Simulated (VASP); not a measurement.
A run of VASP 6.6.1 is set up as follows.

The input INCAR:

```
ALGO = Normal ; EDIFF = 1E-7
ENCUT = 520 ; GGA = CA
ISIF = 2 ; ISMEAR = 0
LASPH = True ; LCHARG = False
LREAL = False ; LWAVE = False
NBANDS = 16 ; NELM = 100
PREC = Accurate ; SIGMA = 0.1
```

The input KPOINTS:

```
k-points
0
Gamma
  8 8 8
```

File POSCAR:

```
TiN
1.0
    0.0000000000      2.0863609778      2.0863609778
    2.0863609778      0.0000000000      2.0863609778
    2.0863609778      2.0863609778      0.0000000000
Ti N
1 1
Direct
    0.0000000000      0.0000000000      0.0000000000
    0.5000000000      0.5000000000      0.5000000000
```

Potentials or basis: VASP PAW LDA potentials, release 64 (Ti_sv, N).

Command:

```sh
$ cat potpaw_LDA.64/Ti_sv/POTCAR potpaw_LDA.64/N/POTCAR > POTCAR
$ mpirun -np 1 vasp_std > vasp.out
```

Task: Predict the band gap on the k mesh.

Result: Zero (an odd number of electrons rules out a gap without spin polarisation).

Task: Estimate the pressure.

Result: 1.0 GPa.
